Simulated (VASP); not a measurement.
Set up this calculation in VASP 6.6.1, as the native input.

```
Task                   : single point
Functional             : LDA
Potentials or basis    : VASP PAW LDA potentials, release 64 (Au)
Cutoff                 : 520 eV
k mesh                 : 12 × 12 × 12
Occupations            : methfessel-paxton, width 0.05 eV
Spin                   : no spin polarisation
Dipole correction      : no
Further INCAR settings : ALGO = Normal; EDIFF = 1e-06; NBANDS = 12
```

The structure of Au lies in POSCAR:

```
Au
1.0
   -1.5824121973      1.5824121973      1.5824121973
    1.5824121973     -1.5824121973      1.5824121973
    1.5824121973      1.5824121973     -1.5824121973
Au
1
Direct
    0.0000000000      0.0000000000      0.0000000000
```

One way to write it, as run:

INCAR

```
  PREC = Accurate
  ENCUT = 520
  EDIFF = 1E-6
  ISMEAR = 1
  SIGMA = 0.05
  LREAL = F
  LASPH = T
  NELM = 100
  ALGO = Normal
  ISIF = 2
  LWAVE = F
  LCHARG = F
  NBANDS = 12
```

KPOINTS

```
regular mesh
0
Gamma
  12 12 12
```

Potentials or basis: VASP PAW LDA potentials, release 64 (Au).

The run is started by

```sh
$ cat potpaw_LDA.64/Au/POTCAR > POTCAR
$ mpirun -np 1 vasp_std > vasp.out
```

It gave:

```
Pressure : 10.5 GPa
```

It took 3.7 s on 1 thread of Intel(R) Xeon(R) 6975P-C (Granite Rapids), with other jobs on the host, peak memory 0.13 GiB.
